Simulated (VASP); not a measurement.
Wanted: the native input for a VASP 6.6.1 run.

```yaml
Task: single point
Functional: PBE
Potentials_or_basis: VASP PAW PBE potentials, release 64 (Al, N, F)
Cutoff: 520 eV
k_mesh: 6 × 6 × 4
Occupations: gaussian, width 0.1 eV
Spin: collinear spin, ferromagnetic start
Starting_moments: "[0.0, 0.0, 0.0, 0.0, 1.0, 1.0] μB"
Dipole_correction: no
Further_INCAR_settings: ALGO = Normal; EDIFF = 1e-06; NBANDS = 25
```

The structure of Al4NF lies in POSCAR:

```
Al4NF
1.0
    4.3799318295      0.0000000000      0.0000000000
   -2.1899659148      3.7931322312      0.0000000000
    0.0000000000      0.0000000000      5.7141124489
Al N F
4 1 1
Direct
    0.3333333333      0.6666666667      0.7461890197
    0.3333333333      0.6666666667      0.2538109803
    0.6666666667      0.3333333333      0.7461890197
    0.6666666667      0.3333333333      0.2538109803
    0.0000000000      0.0000000000      0.5000000000
    0.0000000000      0.0000000000      0.0000000000
```

These files were run (other wordings do the same):

INCAR

```
SYSTEM = Al4NF
PREC     = Accurate       ! precision mode
ENCUT    = 520            ! plane-wave cutoff, eV
EDIFF    = 1E-6           ! SCF threshold, eV
ISMEAR   = 0              ! smearing method
SIGMA    = 0.1            ! smearing width, eV
LREAL    = .False.        ! projectors in reciprocal space
LASPH    = .True.         ! aspherical terms in the spheres
NELM     = 150            ! most SCF steps
ALGO     = Normal         ! electronic algorithm
ISIF     = 2              ! what is computed and relaxed
LWAVE    = .False.        ! write WAVECAR
LCHARG   = .False.        ! write CHGCAR
ISPIN    = 2              ! spin polarisation
MAGMOM   = 0 0 0 0 1 1    ! initial moments
LORBIT   = 11             ! projections on sites
GGA      = PE             ! functional
NBANDS   = 25             ! bands
```

KPOINTS

```
Automatic mesh
0
Gamma
  6 6 4
  0 0 0
```

Potentials or basis: VASP PAW PBE potentials, release 64 (Al, N, F).

Launch:

```console
$ cat potpaw_PBE.64/Al/POTCAR potpaw_PBE.64/N/POTCAR potpaw_PBE.64/F/POTCAR > POTCAR
$ mpirun -np 1 vasp_std > vasp.out
```

Results of the run:

```json
{
  "Pressure": "0.0 GPa",
  "Largest force": "0.003 eV/Å",
  "Band gap on the k mesh": "zero (filled and empty bands overlap)",
  "Net moment": "0.00 μB per cell",
  "Valence electrons inside the program's atomic spheres": "Al 0.79; N 3.35; F 6.01"
}
```

It took 4.4 min on 1 thread of Oxide Virtual Turin-like Processor, with other jobs on the host, peak memory 0.26 GiB.
